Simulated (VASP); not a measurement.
Pb, 1 atom in the cell. The structure is cubic, space group Fm-3m (No. 225). The conventional cell has a = 4.950 Å, b = 4.950 Å, c = 4.950 Å, α = 90.00°, β = 90.00°, γ = 90.00°. Pb (site symmetry m-3m) has 12 Pb at 3.50 Å within 4.6 Å. 

* Program: VASP 6.6.1
* Task: single point
* Functional: B3LYP5
* Potentials or basis: VASP PAW PBE potentials, release 64 (Pb_d)
* Cutoff: 520 eV
* k mesh: 5 × 5 × 5
* Occupations: fermi-dirac, width 0.05 eV
* Spin: no spin polarisation
* Dipole correction: no
* Grid for exact exchange (PRECFOCK): Normal
* Further INCAR settings: ALGO = Normal; EDIFF = 1e-07; NBANDS = 13

Potentials or basis: VASP PAW PBE potentials, release 64 (Pb_d).

Launch:

```console
$ cat potpaw_PBE.64/Pb_d/POTCAR > POTCAR
$ cp INCAR.step1 INCAR
$ mpirun -np 1 vasp_std > vasp.out
$ cp INCAR.step2 INCAR
$ mpirun -np 1 vasp_std > vasp.out
```

Hardware: 1 thread of Intel(R) Xeon(R) Platinum 8488C (Sapphire Rapids) (shared host).

**Question.** Estimate the wall time of this run.

**Answer.** Run time: 6 min on 1 thread of Intel(R) Xeon(R) Platinum 8488C (Sapphire Rapids), on a shared host, peak memory 0.17 GiB. Counts: k points 10.
